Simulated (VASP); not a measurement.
# CsPbCl3 (Pm-3m) in VASP: a series of runs, part 2 of 2

VASP 6.6.1.

**3. Single point, PBE**

This run uses another cell than the first one, of 35.92 Å³/atom, 1.063 times its volume.

Contents of INCAR:

```
ALGO = Normal ; EDIFF = 1E-6
ENCUT = 520 ; GGA = PE
ISIF = 2 ; ISMEAR = 0
LASPH = True ; LCHARG = True
LELF = True ; LREAL = False
LVHAR = True ; LWAVE = False
NBANDS = 30 ; NELM = 60
PREC = Accurate ; SIGMA = 0.01
```

Contents of KPOINTS:

```
k-points
0
Gamma
  3 3 3
```

Contents of POSCAR:

```
CsPbCl3
1.0
    5.6421202871      0.0000000000      0.0000000000
    0.0000000000      5.6421202871      0.0000000000
    0.0000000000      0.0000000000      5.6421202871
Cs Pb Cl
1 1 3
Direct
    0.0000000000      0.0000000000      0.0000000000
    0.5000000000      0.5000000000      0.5000000000
    0.5000000000      0.5000000000      0.0000000000
    0.0000000000      0.5000000000      0.5000000000
    0.5000000000      0.0000000000      0.5000000000
```

Potentials or basis: VASP PAW PBE potentials, release 64 (Cs_sv, Pb_d, Cl).

On the command line:

```
> cat potpaw_PBE.64/Cs_sv/POTCAR potpaw_PBE.64/Pb_d/POTCAR potpaw_PBE.64/Cl/POTCAR > POTCAR
> mpirun -np 1 vasp_std > vasp.out
```

OUTCAR:

```text
EDIFF = 1E-6
   ENCUT = 520
   GGA = PE
   ISIF = 2
   ISMEAR = 0
   LASPH = True
   LREAL = False
   NELM = 60
   PREC = Accurate

 ion  position               nearest neighbor table
   1  0.000  0.000  0.000-
   2  0.500  0.500  0.500-   3 2.82   4 2.82   5 2.82   3 2.82   5 2.82   4 2.82
   3  0.500  0.500  0.000-   2 2.82   2 2.82
   4  0.000  0.500  0.500-   2 2.82   2 2.82
   5  0.500  0.000  0.500-   2 2.82   2 2.82

  LATTYP: Found a simple cubic cell.
 ALAT       =     5.6421202871

  Lattice vectors:

 A1 = (   5.6421202871,   0.0000000000,   0.0000000000)
 A2 = (   0.0000000000,   5.6421202871,   0.0000000000)
 A3 = (   0.0000000000,   0.0000000000,   5.6421202871)

Analysis of symmetry for initial positions (statically):
=====================================================================
 Subroutine PRICEL returns:
 Original cell was already a primitive cell.

 Routine SETGRP: Setting up the symmetry group for a
 simple cubic supercell.

 Subroutine GETGRP returns: Found 48 space group operations
 (whereof 48 operations were pure point group operations)
 out of a pool of 48 trial point group operations.

The static configuration has the point symmetry O_h .

Analysis of symmetry for dynamics (positions and initial velocities):
=====================================================================
 Subroutine PRICEL returns:
 Original cell was already a primitive cell.

 Routine SETGRP: Setting up the symmetry group for a
 simple cubic supercell.

 Subroutine GETGRP returns: Found 48 space group operations
 (whereof 48 operations were pure point group operations)
 out of a pool of 48 trial point group operations.

The dynamic configuration has the point symmetry O_h .
[... 99 lines left out ...]
   ISMEAR =     0;   SIGMA  =   0.01  broadening in eV -4-tet -1-fermi 0-gaus
   EFERMI_NEDOS =   21; number of points for ismear=-14 and -15
   IALGO  =     38    algorithm
   IMIX   =      4    mixing-type and parameters
     AMIX     =   0.40;   BMIX     =  1.00
     AMIX_MAG =   1.60;   BMIX_MAG =  1.00
  volume/ion in A,a.u.               =      35.92       242.41
  Fermi-wavevector in a.u.,A,eV,Ry     =   1.024354  1.935748 14.276607  1.049301
  Thomas-Fermi vector in A             =   2.158137
   LORBIT       =      0    0 simple, 1 ext, 2 COOP (PROOUT), +10 PAW based schemes
   GGA     = PE    functional components
   LHFCALC =     F    Hartree Fock is set to
   AEXX    =    0.0000 exact exchange contribution
   IVDW    =     0    specifies the selected vdW correction
   LEPSILON=     F    determine dielectric tensor
   LRPA    =     F    only Hartree local field effects (RPA)
 non-spin polarized calculation
 Gauss-broadening in eV      SIGMA  =   0.01
  energy-cutoff  :      520.00
  volume of cell :      179.61
 maximum number of plane-waves:      4945
 NGX is ok and might be reduce to    42
   NGX = 21   NGY = 21   NGZ = 21

 number of electron      44.0000017 magnetization

 Free energy of the ion-electron system (eV)
  ---------------------------------------------------
  ext. energy  EPLUGINS =         0.00000000
  ---------------------------------------------------
  free energy    TOTEN  =       -17.62226298 eV

  energy without entropy =      -17.62226298  energy(sigma->0) =      -17.62226298

 E-fermi :   0.3814     XC(G=0):  -7.7374

 val. band max:        0.3203536059   @ k =   0.3333   0.3333   0.3333
 cond. band min:       4.6001526639   @ k =   0.3333   0.3333   0.3333
 fundamental gap:      4.2797990580
 Fermi energy:         0.3813724483

 k-point     1 :       0.0000    0.0000    0.0000
  band No.  band energies     occupation
      1     -19.7217      2.00000
      2     -15.1383      2.00000
      3     -15.1383      2.00000
      4     -14.9151      2.00000
      5     -14.9151      2.00000
      6     -14.9151      2.00000
[... 121 lines left out ...]
     29       7.7103      0.00000
     30       7.9911      0.00000

------------------------ aborting loop because EDIFF is reached ----------------------------------------

  FORCE on cell =-STRESS in cart. coord.  units (eV):
  Direction    XX          YY          ZZ          XY          YZ          ZX
  --------------------------------------------------------------------------------------
  -------------------------------------------------------------------------------------
  Total        1.0068699      1.0068699      1.0068699      0.0000000     -0.0000000      0.0000000
  in kB        8.9816668      8.9816668      8.9816668      0.0000000     -0.0000000      0.0000000
  external PRESSURE =       8.9816668 kB  Pullay stress =       0.0000000 kB

 VOLUME and BASIS-vectors are now :
 -----------------------------------------------------------------------------
  energy-cutoff  :      520.00
  volume of cell :      179.61
      direct lattice vectors                 reciprocal lattice vectors
     5.642120287  0.000000000  0.000000000     0.177238334  0.000000000  0.000000000
     0.000000000  5.642120287  0.000000000     0.000000000  0.177238334  0.000000000
     0.000000000  0.000000000  5.642120287     0.000000000  0.000000000  0.177238334

 POSITION                                       TOTAL-FORCE (eV/Angst)
 -----------------------------------------------------------------------------------
      0.00000      0.00000      0.00000         0.000000      0.000000      0.000000
      2.82106      2.82106      2.82106         0.000000      0.000000      0.000000
      2.82106      2.82106      0.00000         0.000000      0.000000      0.000000
      0.00000      2.82106      2.82106         0.000000      0.000000      0.000000
      2.82106      0.00000      2.82106         0.000000      0.000000      0.000000
 -----------------------------------------------------------------------------------
    total drift:                                0.000000     -0.000000     -0.000000

  FREE ENERGIE OF THE ION-ELECTRON SYSTEM (eV)
  ---------------------------------------------------
  free  energy   TOTEN  =       -17.6222629830 eV

  energy  without entropy=      -17.6222629830  energy(sigma->0) =      -17.62226298
```

OSZICAR:

```text
N       E                     dE             d eps       ncg     rms          rms(c)
DAV:   1     0.401765298413E+03    0.40177E+03   -0.19458E+04   240   0.134E+03
DAV:   2     0.332058554755E+02   -0.36856E+03   -0.34852E+03   260   0.309E+02
DAV:   3    -0.167874423356E+02   -0.49993E+02   -0.49571E+02   328   0.125E+02
DAV:   4    -0.184042004893E+02   -0.16168E+01   -0.16136E+01   278   0.274E+01
DAV:   5    -0.184714819898E+02   -0.67282E-01   -0.67238E-01   314   0.545E+00    0.533E+00
DAV:   6    -0.176450722971E+02    0.82641E+00   -0.14764E+00   340   0.130E+01    0.349E+00
DAV:   7    -0.176094736639E+02    0.35599E-01   -0.58878E-01   368   0.442E+00    0.187E+00
DAV:   8    -0.176233849254E+02   -0.13911E-01   -0.74439E-02   340   0.219E+00    0.255E-01
DAV:   9    -0.176216731417E+02    0.17118E-02   -0.16137E-02   376   0.102E+00    0.135E-01
DAV:  10    -0.176221779879E+02   -0.50485E-03   -0.16931E-03   308   0.246E-01    0.553E-02
DAV:  11    -0.176222604527E+02   -0.82465E-04   -0.19568E-04   328   0.109E-01    0.117E-02
DAV:  12    -0.176222628782E+02   -0.24256E-05   -0.25475E-05   322   0.556E-02    0.406E-03
DAV:  13    -0.176222629830E+02   -0.10478E-06   -0.21959E-06   304   0.113E-02
   1 F= -.17622263E+02 E0= -.17622263E+02  d E =-.112997E-18
```

stdout:

```text
POSCAR found type information on POSCAR CsPbCl
 POSCAR found :  3 types and       5 ions
 scaLAPACK will be used
 LDA part: xc-table for (Slater+PW92), standard interpolation
 POSCAR, INCAR and KPOINTS ok, starting setup
 FFT: planning ... GRIDC
 FFT: planning ... GRID_SOFT
 FFT: planning ... GRID
 WAVECAR not read
 entering main loop
```

Wall time 43 s (1 thread of AMD EPYC 7R13, shared host); peak memory 0.22 GiB.

Results:

```
Free energy            : -17.6223 eV
Pressure               : 0.9 GPa
Band gap on the k mesh : 4.28 eV, direct
```

Caveat: spin-orbit coupling is left out, which moves the levels of the heavy elements. A k mesh can miss the band edges.

**4. Single point, PBE**

This run uses another cell than the first one, of 37.33 Å³/atom, 1.104 times its volume.

Contents of INCAR:

```
ALGO = Normal
EDIFF = 1E-6
ENCUT = 520
GGA = PE
ISIF = 2
ISMEAR = 0
LASPH = T
LCHARG = F
LREAL = F
LWAVE = F
NBANDS = 30
NELM = 100
PREC = Accurate
SIGMA = 0.01
```

KPOINTS is that of step 3.

POSCAR, as its differences from that of step 3:

```diff
@@ -2,5 +2,5 @@
 1.0
-    5.6421202871      0.0000000000      0.0000000000
-    0.0000000000      5.6421202871      0.0000000000
-    0.0000000000      0.0000000000      5.6421202871
+    5.7149298697      0.0000000000      0.0000000000
+    0.0000000000      5.7149298697      0.0000000000
+    0.0000000000      0.0000000000      5.7149298697
 Cs Pb Cl
```

Potentials or basis: VASP PAW PBE potentials, release 64 (Cs_sv, Pb_d, Cl).

On the command line:

```
> cat potpaw_PBE.64/Cs_sv/POTCAR potpaw_PBE.64/Pb_d/POTCAR potpaw_PBE.64/Cl/POTCAR > POTCAR
> mpirun -np 1 vasp_std > vasp.out
```

OUTCAR:

```text
EDIFF = 1E-6
   ENCUT = 520
   GGA = PE
   ISIF = 2
   ISMEAR = 0
   LASPH = T
   LREAL = F
   NELM = 100
   PREC = Accurate

 ion  position               nearest neighbor table
   1  0.000  0.000  0.000-
   2  0.500  0.500  0.500-   3 2.86   4 2.86   5 2.86   3 2.86   5 2.86   4 2.86
   3  0.500  0.500  0.000-   2 2.86   2 2.86
   4  0.000  0.500  0.500-   2 2.86   2 2.86
   5  0.500  0.000  0.500-   2 2.86   2 2.86

  LATTYP: Found a simple cubic cell.
 ALAT       =     5.7149298697

  Lattice vectors:

 A1 = (   5.7149298697,   0.0000000000,   0.0000000000)
 A2 = (   0.0000000000,   5.7149298697,   0.0000000000)
 A3 = (   0.0000000000,   0.0000000000,   5.7149298697)

Analysis of symmetry for initial positions (statically):
=====================================================================
 Subroutine PRICEL returns:
 Original cell was already a primitive cell.

 Routine SETGRP: Setting up the symmetry group for a
 simple cubic supercell.

 Subroutine GETGRP returns: Found 48 space group operations
 (whereof 48 operations were pure point group operations)
 out of a pool of 48 trial point group operations.

The static configuration has the point symmetry O_h .

Analysis of symmetry for dynamics (positions and initial velocities):
=====================================================================
 Subroutine PRICEL returns:
 Original cell was already a primitive cell.

 Routine SETGRP: Setting up the symmetry group for a
 simple cubic supercell.

 Subroutine GETGRP returns: Found 48 space group operations
 (whereof 48 operations were pure point group operations)
 out of a pool of 48 trial point group operations.

The dynamic configuration has the point symmetry O_h .

 Subroutine INISYM returns: Found 48 space group operations
 (whereof 48 operations are pure point group operations),
[... 98 lines left out ...]
   IALGO  =     38    algorithm
   IMIX   =      4    mixing-type and parameters
     AMIX     =   0.40;   BMIX     =  1.00
     AMIX_MAG =   1.60;   BMIX_MAG =  1.00
  volume/ion in A,a.u.               =      37.33       251.92
  Fermi-wavevector in a.u.,A,eV,Ry     =   1.011303  1.911086 13.915150  1.022735
  Thomas-Fermi vector in A             =   2.144345
   LORBIT       =      0    0 simple, 1 ext, 2 COOP (PROOUT), +10 PAW based schemes
   GGA     = PE    functional components
   LHFCALC =     F    Hartree Fock is set to
   AEXX    =    0.0000 exact exchange contribution
   IVDW    =     0    specifies the selected vdW correction
   LEPSILON=     F    determine dielectric tensor
   LRPA    =     F    only Hartree local field effects (RPA)
 non-spin polarized calculation
 Gauss-broadening in eV      SIGMA  =   0.01
  energy-cutoff  :      520.00
  volume of cell :      186.65
 maximum number of plane-waves:      5027
 NGX is ok and might be reduce to    42
   NGX = 21   NGY = 21   NGZ = 21

 number of electron      44.0000009 magnetization

 Free energy of the ion-electron system (eV)
  ---------------------------------------------------
  ext. energy  EPLUGINS =         0.00000000
  ---------------------------------------------------
  free energy    TOTEN  =       -17.64262537 eV

  energy without entropy =      -17.64262537  energy(sigma->0) =      -17.64262537

 E-fermi :   0.0069     XC(G=0):  -7.5749

 val. band max:       -0.0460241518   @ k =   0.3333   0.3333   0.3333
 cond. band min:       4.2315861417   @ k =   0.3333   0.3333   0.3333
 fundamental gap:      4.2776102936
 Fermi energy:         0.0069429243

 k-point     1 :       0.0000    0.0000    0.0000
  band No.  band energies     occupation
      1     -20.0037      2.00000
      2     -15.4378      2.00000
      3     -15.4378      2.00000
      4     -15.2638      2.00000
      5     -15.2638      2.00000
      6     -15.2638      2.00000
[... 121 lines left out ...]
     29       7.3738      0.00000
     30       7.6732      0.00000

------------------------ aborting loop because EDIFF is reached ----------------------------------------

  FORCE on cell =-STRESS in cart. coord.  units (eV):
  Direction    XX          YY          ZZ          XY          YZ          ZX
  --------------------------------------------------------------------------------------
  -------------------------------------------------------------------------------------
  Total       -0.0298702     -0.0298702     -0.0298702     -0.0000000     -0.0000000      0.0000000
  in kB       -0.2563989     -0.2563989     -0.2563989     -0.0000000     -0.0000000      0.0000000
  external PRESSURE =      -0.2563989 kB  Pullay stress =       0.0000000 kB

 VOLUME and BASIS-vectors are now :
 -----------------------------------------------------------------------------
  energy-cutoff  :      520.00
  volume of cell :      186.65
      direct lattice vectors                 reciprocal lattice vectors
     5.714929870  0.000000000  0.000000000     0.174980275  0.000000000  0.000000000
     0.000000000  5.714929870  0.000000000     0.000000000  0.174980275  0.000000000
     0.000000000  0.000000000  5.714929870     0.000000000  0.000000000  0.174980275

 POSITION                                       TOTAL-FORCE (eV/Angst)
 -----------------------------------------------------------------------------------
      0.00000      0.00000      0.00000         0.000000      0.000000      0.000000
      2.85746      2.85746      2.85746         0.000000      0.000000      0.000000
      2.85746      2.85746      0.00000         0.000000      0.000000      0.000000
      0.00000      2.85746      2.85746         0.000000      0.000000      0.000000
      2.85746      0.00000      2.85746         0.000000      0.000000      0.000000
 -----------------------------------------------------------------------------------
    total drift:                                0.000000     -0.000000     -0.000000

  FREE ENERGIE OF THE ION-ELECTRON SYSTEM (eV)
  ---------------------------------------------------
  free  energy   TOTEN  =       -17.6426253657 eV

  energy  without entropy=      -17.6426253657  energy(sigma->0) =      -17.64262537
```

OSZICAR:

```text
N       E                     dE             d eps       ncg     rms          rms(c)
DAV:   1     0.400938207545E+03    0.40094E+03   -0.19395E+04   240   0.132E+03
DAV:   2     0.358723599956E+02   -0.36507E+03   -0.34343E+03   260   0.309E+02
DAV:   3    -0.163090466634E+02   -0.52181E+02   -0.51580E+02   328   0.128E+02
DAV:   4    -0.184942659727E+02   -0.21852E+01   -0.21791E+01   296   0.305E+01
DAV:   5    -0.185697988906E+02   -0.75533E-01   -0.75516E-01   308   0.573E+00    0.505E+00
DAV:   6    -0.176707116198E+02    0.89909E+00   -0.15777E+00   338   0.136E+01    0.333E+00
DAV:   7    -0.176297669690E+02    0.40945E-01   -0.62693E-01   360   0.435E+00    0.186E+00
DAV:   8    -0.176437438026E+02   -0.13977E-01   -0.76372E-02   326   0.211E+00    0.262E-01
DAV:   9    -0.176419848595E+02    0.17589E-02   -0.17859E-02   376   0.997E-01    0.144E-01
DAV:  10    -0.176425215973E+02   -0.53674E-03   -0.17406E-03   306   0.248E-01    0.602E-02
DAV:  11    -0.176426226816E+02   -0.10108E-03   -0.23326E-04   312   0.116E-01    0.950E-03
DAV:  12    -0.176426251658E+02   -0.24842E-05   -0.22764E-05   344   0.465E-02    0.370E-03
DAV:  13    -0.176426253657E+02   -0.19985E-06   -0.15469E-06   288   0.813E-03
   1 F= -.17642625E+02 E0= -.17642625E+02  d E =-.109388E-14
```

stdout:

```text
POSCAR found type information on POSCAR CsPbCl
 POSCAR found :  3 types and       5 ions
 scaLAPACK will be used
 LDA part: xc-table for (Slater+PW92), standard interpolation
 POSCAR, INCAR and KPOINTS ok, starting setup
 FFT: planning ... GRIDC
 FFT: planning ... GRID_SOFT
 FFT: planning ... GRID
 WAVECAR not read
 entering main loop
```

Wall time 53 s (1 thread of AMD EPYC 7R13, shared host); peak memory 0.28 GiB.

Results:

* Free energy: -17.6426 eV
* Pressure: 0.0 GPa
* Band gap on the k mesh: 4.28 eV, direct

Caveat: spin-orbit coupling is left out, which moves the levels of the heavy elements. A k mesh can miss the band edges.

**5. Overview**

| cell | gap on the mesh (eV) | pressure (GPa) |
| --- | --- | --- |
| a = 5.529 Å, 5 atoms | 4.26 | 2.7 |
| a = 5.642 Å, 5 atoms | 4.28 | 0.9 |
| a = 5.715 Å, 5 atoms | 4.28 | 0.0 |

Alike in all rows: task single point; level PBE; potentials or basis VASP PAW PBE potentials, release 64 (Cs_sv, Pb_d, Cl); no spin polarisation; k mesh 3 × 3 × 3; cutoff (eV) 520; smearing gaussian 0.01 eV.

Caveats: spin-orbit coupling is left out, which moves the levels of the heavy elements.

Total energies depend on the potentials used, so only differences within one code and one set of settings carry meaning.
